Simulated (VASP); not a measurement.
# HfC (I4/mmm) in VASP: further runs

HfC is run at these levels: PBE; tasks: single point.

Everything below comes from runs of VASP 6.6.1. Logs are shortened: lines on timing, memory, paths and dates and some standing lists are left out, and cuts for length are marked.

## Step 1: The cell of the first run

Symmetry: I4/mmm, No. 139, tetragonal system. Conventional cell: a = 3.337 Å, b = 3.337 Å, c = 4.511 Å, α = 90.00°, β = 90.00°, γ = 90.00°. Hf (site symmetry 4/mmm) has 6 C at 2.26 to 2.36 Å within 3.0 Å. C (site symmetry 4/mmm) has 6 Hf at 2.26 to 2.36 Å within 3.0 Å.

## Step 2: Single point, PBE (strain +0.015 along x and y, -0.030 along z)

INCAR

```
SYSTEM = HfC
ALGO = Normal
EDIFF = 1E-7
ENCUT = 520
GGA = PE
ISIF = 2
ISMEAR = 0
LASPH = .True.
LCHARG = .True.
LELF = .True.
LREAL = .False.
LVHAR = .True.
LWAVE = .False.
NBANDS = 14
NELM = 60
PREC = Accurate
SIGMA = 0.15
```

KPOINTS

```
k-points
0
Gamma
  18 18 18
  0 0 0
```

POSCAR

```
HfC
1.0
    0.0000000000      2.3598750000      2.2552500000
    2.3598750000      0.0000000000      2.2552500000
    2.3598750000      2.3598750000      0.0000000000
Hf C
1 1
Direct
    0.5000000000      0.5000000000      0.5000000000
    0.0000000000      0.0000000000      0.0000000000
```

Potentials or basis: VASP PAW PBE potentials, release 64 (Hf_pv, C).

Launch:

```bash
> cat potpaw_PBE.64/Hf_pv/POTCAR potpaw_PBE.64/C/POTCAR > POTCAR
> mpirun -np 1 vasp_std > vasp.out
```

OUTCAR:

```text
SYSTEM = HfC
   EDIFF = 1E-7
   ENCUT = 520
   GGA = PE
   ISIF = 2
   ISMEAR = 0
   LASPH = .True.
   LREAL = .False.
   NELM = 60
   PREC = Accurate

 ion  position               nearest neighbor table
   1  0.500  0.500  0.500-   2 2.26   2 2.26   2 2.36   2 2.36   2 2.36   2 2.36
   2  0.000  0.000  0.000-   1 2.26   1 2.26   1 2.36   1 2.36   1 2.36   1 2.36

  LATTYP: Found a body centered tetragonal cell.
 ALAT       =     3.3373672305
 C/A-ratio  =     1.3515144389

  Lattice vectors:

 A1 = (   0.0000000000,  -2.3598750000,  -2.2552500000)
 A2 = (   0.0000000000,   2.3598750000,  -2.2552500000)
 A3 = (   2.3598750000,   0.0000000000,   2.2552500000)

Analysis of symmetry for initial positions (statically):
=====================================================================
 Subroutine PRICEL returns:
 Original cell was already a primitive cell.

 Routine SETGRP: Setting up the symmetry group for a
 body centered tetragonal supercell.

 Subroutine GETGRP returns: Found 16 space group operations
 (whereof 16 operations were pure point group operations)
 out of a pool of 16 trial point group operations.

The static configuration has the point symmetry D_4h.

Analysis of symmetry for dynamics (positions and initial velocities):
=====================================================================
 Subroutine PRICEL returns:
 Original cell was already a primitive cell.

 Routine SETGRP: Setting up the symmetry group for a
 body centered tetragonal supercell.

 Subroutine GETGRP returns: Found 16 space group operations
 (whereof 16 operations were pure point group operations)
 out of a pool of 16 trial point group operations.

The dynamic configuration has the point symmetry D_4h.

 Subroutine INISYM returns: Found 16 space group operations
 (whereof 16 operations are pure point group operations),
 and found     1 'primitive' translations

----------------------------------------------------------------------------------------

                                     Primitive cell

  volume of cell :      25.1190

  direct lattice vectors                    reciprocal lattice vectors
     0.000000000  2.359875000  2.255250000    -0.211875629  0.211875629  0.221704911
     2.359875000  0.000000000  2.255250000     0.211875629 -0.211875629  0.221704911
     2.359875000  2.359875000  0.000000000     0.211875629  0.211875629 -0.221704911

  length of vectors
     3.264224652  3.264224652  3.337367231     0.372740703  0.372740703  0.372740703

  position of ions in fractional coordinates (direct lattice)
[... 90 lines left out ...]
   NELECT =      14.0000    total number of electrons
   NUPDOWN=      -1.0000    fix difference up-down
   EMIN   =  10.00;   EMAX   =-10.00  energy-range for DOS
   EFERMI =   0.00;   METHOD = LEGACY
   ISMEAR =     0;   SIGMA  =   0.15  broadening in eV -4-tet -1-fermi 0-gaus
   EFERMI_NEDOS =   21; number of points for ismear=-14 and -15
   IALGO  =     38    algorithm
   IMIX   =      4    mixing-type and parameters
     AMIX     =   0.40;   BMIX     =  1.00
     AMIX_MAG =   1.60;   BMIX_MAG =  1.00
  volume/ion in A,a.u.               =      12.56        84.76
  Fermi-wavevector in a.u.,A,eV,Ry     =   1.347255  2.545944 24.695897  1.815097
  Thomas-Fermi vector in A             =   2.475021
   LORBIT       =      0    0 simple, 1 ext, 2 COOP (PROOUT), +10 PAW based schemes
   GGA     = PE    functional components
   LHFCALC =     F    Hartree Fock is set to
   AEXX    =    0.0000 exact exchange contribution
   IVDW    =     0    specifies the selected vdW correction
   LEPSILON=     F    determine dielectric tensor
   LRPA    =     F    only Hartree local field effects (RPA)
 non-spin polarized calculation
 Gauss-broadening in eV      SIGMA  =   0.15
  energy-cutoff  :      520.00
  volume of cell :       25.12
 maximum number of plane-waves:       691
   NGX = 13   NGY = 13   NGZ = 13

 number of electron      14.0000000 magnetization

 Free energy of the ion-electron system (eV)
  ---------------------------------------------------
  ext. energy  EPLUGINS =         0.00000000
  ---------------------------------------------------
  free energy    TOTEN  =       -21.00204116 eV

  energy without entropy =      -20.99885536  energy(sigma->0) =      -21.00044826

 E-fermi :   5.9632     XC(G=0): -12.2850

 val. band max:        5.9453973496   @ k =   0.1111   0.0000   0.0000
 cond. band min:       5.9698497255   @ k =   0.3889   0.0000   0.3333
 fundamental gap:      0.0244523760
 Fermi energy:         5.9631767718

 k-point     1 :       0.0000    0.0000    0.0000
  band No.  band energies     occupation
      1     -23.6193      2.00000
      2     -23.6193      2.00000
      3     -23.5693      2.00000
      4      -6.3588      2.00000
      5       6.8782      0.00000
      6       6.8782      0.00000
      7       7.1242      0.00000
      8       7.2043      0.00000
      9       7.2043      0.00000
     10       7.6810      0.00000
     11       9.0517      0.00000
     12       9.4412      0.00000
     13      13.0503      0.00000
     14      16.9833      0.00000
[... 377 lines left out ...]
      1     -23.9305      2.00000
      2     -23.6549      2.00000
      3     -23.6296      2.00000
      4      -5.0209      2.00000
      5       3.0011      2.00000
      6       4.0998      2.00000
      7       4.5903      2.00000
      8       8.5305      0.00000
      9       8.7711      0.00000
     10       9.5970      0.00000
     11      13.0674      0.00000
     12      13.5278      0.00000
     13      14.9445      0.00000
     14      19.7171      0.00000

 [... further k-points ...]

------------------------ aborting loop because EDIFF is reached ----------------------------------------

  FORCE on cell =-STRESS in cart. coord.  units (eV):
  Direction    XX          YY          ZZ          XY          YZ          ZX
  --------------------------------------------------------------------------------------
  -------------------------------------------------------------------------------------
  Total       -0.9191903     -0.9191903      2.1587177      0.0000000      0.0000000      0.0000000
  in kB      -58.6291155    -58.6291155    137.6904297      0.0000000      0.0000000      0.0000000
  external PRESSURE =       6.8107329 kB  Pullay stress =       0.0000000 kB

 VOLUME and BASIS-vectors are now :
 -----------------------------------------------------------------------------
  energy-cutoff  :      520.00
  volume of cell :       25.12
      direct lattice vectors                 reciprocal lattice vectors
     0.000000000  2.359875000  2.255250000    -0.211875629  0.211875629  0.221704911
     2.359875000  0.000000000  2.255250000     0.211875629 -0.211875629  0.221704911
     2.359875000  2.359875000  0.000000000     0.211875629  0.211875629 -0.221704911

 POSITION                                       TOTAL-FORCE (eV/Angst)
 -----------------------------------------------------------------------------------
      2.35988      2.35988      2.25525         0.000000     -0.000000      0.000000
      0.00000      0.00000      0.00000        -0.000000      0.000000      0.000000
 -----------------------------------------------------------------------------------
    total drift:                                0.000000     -0.000000      0.000000

  FREE ENERGIE OF THE ION-ELECTRON SYSTEM (eV)
  ---------------------------------------------------
  free  energy   TOTEN  =       -21.0020411552 eV

  energy  without entropy=      -20.9988553613  energy(sigma->0) =      -21.00044826
```

stdout:

```text
POSCAR found type information on POSCAR HfC
 POSCAR found :  2 types and       2 ions
 scaLAPACK will be used
 LDA part: xc-table for (Slater+PW92), standard interpolation
 POSCAR, INCAR and KPOINTS ok, starting setup
 FFT: planning ... GRIDC
 FFT: planning ... GRID_SOFT
 FFT: planning ... GRID
 WAVECAR not read
 entering main loop
```

It took 1.9 min on 1 thread of AMD EPYC 7R13 (Zen 3), shared host; peak memory 0.26 GiB.

What came out:

| Item | Value |
| --- | --- |
| Free energy | -21.0020 eV |
| Pressure | 0.7 GPa |
| Band gap on the k mesh | zero (bands 7 and 8 overlap by 1.88 eV) |

Caveat: the cell differs from its parent crystal (strain +0.015 along x and y, -0.030 along z); spin-orbit coupling is left out, which moves the levels of the heavy elements.

## Step 3: Single point, PBE (strain +0.030 along x and y, -0.030 along z)

INCAR

```
PREC = Accurate ; ENCUT = 520
EDIFF = 1E-6 ; ISMEAR = 0
SIGMA = 0.15 ; LREAL = False
LASPH = True ; NELM = 80
ALGO = Normal ; ISIF = 2
LWAVE = False ; LCHARG = False
GGA = PE ; NBANDS = 14
```

KPOINTS

```
regular mesh
0
Gamma
  18 18 18
```

POSCAR

```
HfC
1.0
    0.0000000000      2.3947500000      2.2552500000
    2.3947500000      0.0000000000      2.2552500000
    2.3947500000      2.3947500000      0.0000000000
Hf C
1 1
Direct
    0.5000000000      0.5000000000      0.5000000000
    0.0000000000      0.0000000000      0.0000000000
```

Potentials or basis: VASP PAW PBE potentials, release 64 (Hf_pv, C).

Launch:

```bash
> cat potpaw_PBE.64/Hf_pv/POTCAR potpaw_PBE.64/C/POTCAR > POTCAR
> mpirun -np 1 vasp_std > vasp.out
```

Wall time 95 s (1 thread of AMD EPYC 7R13 (Zen 3), shared host); peak memory 0.26 GiB.

It converged, with:

| Item | Value |
| --- | --- |
| Free energy | -20.9575 eV |
| Pressure | -5.3 GPa |
| Band gap on the k mesh | zero (bands 7 and 8 overlap by 1.89 eV) |

Stress tensor (GPa, compression positive):
```
-13.11   0.00   0.00
  0.00 -13.11   0.00
  0.00   0.00  10.33
```

Levels at points of the mesh, in eV from the Fermi level:
```csv
k point,band 5,band 6,band 7,band 8,band 9,band 10
"(0.00, 0.00, 0.00)",0.88,0.88,1.18,1.19,1.19,1.79
"(0.50, 0.00, 0.00)",-6.02,-2.98,-2.88,4.88,5.42,5.70
"(0.50, 0.50, 0.00)",-2.17,-1.78,-0.37,-0.37,5.18,6.48
"(0.50, 0.00, 0.50)",-2.82,-1.62,-0.11,0.11,4.93,6.14
```

Caveat: the cell differs from its parent crystal (strain +0.030 along x and y, -0.030 along z); the cell stands under tension; spin-orbit coupling is left out, which moves the levels of the heavy elements.

## Step 4: Single point, PBE (strain +0.030 along x and y, -0.015 along z)

INCAR

```
SYSTEM = HfC
PREC = Accurate ; ENCUT = 520
EDIFF = 1E-6 ; ISMEAR = 0
SIGMA = 0.15 ; LREAL = .False.
LASPH = .True. ; NELM = 60
ALGO = Normal ; ISIF = 2
LWAVE = .False. ; LCHARG = .True.
GGA = PE ; LELF = .True.
LVHAR = .True. ; NBANDS = 14
```

KPOINTS

```
regular mesh
0
Gamma
  18 18 18
  0 0 0
```

POSCAR

```
HfC
1.0
    0.0000000000      2.3947500000      2.2901250000
    2.3947500000      0.0000000000      2.2901250000
    2.3947500000      2.3947500000      0.0000000000
Hf C
1 1
Direct
    0.5000000000      0.5000000000      0.5000000000
    0.0000000000      0.0000000000      0.0000000000
```

Launch:

```bash
> cat potpaw_PBE.64/Hf_pv/POTCAR potpaw_PBE.64/C/POTCAR > POTCAR
> mpirun -np 1 vasp_std > vasp.out
```

Run time: 2.2 min. Hardware: 1 thread of AMD EPYC 7R13 (Zen 3), shared host; peak memory 0.28 GiB.

It converged, with:

```
Free energy            : -20.9719 eV
Pressure               : -9.2 GPa
Band gap on the k mesh : zero (bands 7 and 8 overlap by 1.74 eV)
```

Stress tensor (GPa, compression positive):
```
-14.46   0.00   0.00
  0.00 -14.46   0.00
  0.00   0.00   1.38
```

Levels at points of the mesh, in eV from the Fermi level:
```csv
k point,band 5,band 6,band 7,band 8,band 9,band 10
"(0.00, 0.00, 0.00)",0.90,0.90,1.11,1.23,1.23,1.68
"(0.50, 0.00, 0.00)",-5.94,-2.89,-2.82,4.87,5.26,5.56
"(0.50, 0.50, 0.00)",-2.30,-1.70,-0.31,-0.31,5.08,6.38
"(0.50, 0.00, 0.50)",-2.77,-1.59,-0.12,0.03,4.94,6.12
```

Caveat: the cell differs from its parent crystal (strain +0.030 along x and y, -0.015 along z); the cell stands under tension; spin-orbit coupling is left out, which moves the levels of the heavy elements.

## Step 5: The runs side by side

| cell | gap on the mesh (eV) | pressure (GPa) |
| --- | --- | --- |
| a = 3.264, b = 3.264, c = 3.337 Å, angles 59.3, 59.3, 61.5°, 2 atoms | none | 0.7 |
| a = 3.290, b = 3.290, c = 3.387 Å, angles 59.0, 59.0, 62.0°, 2 atoms | none | -5.3 |
| a = 3.314, b = 3.314, c = 3.387 Å, angles 59.3, 59.3, 61.5°, 2 atoms | none | -9.2 |

Alike in all rows: task single point; level PBE; potentials or basis VASP PAW PBE potentials, release 64 (Hf_pv, C); no spin polarisation; k mesh 18 × 18 × 18; cutoff (eV) 520; smearing gaussian 0.15 eV.

Caveats: spin-orbit coupling is left out, which moves the levels of the heavy elements; the cell stands under tension (at least some runs).

Absolute energies hang on the potentials; compare differences alone.
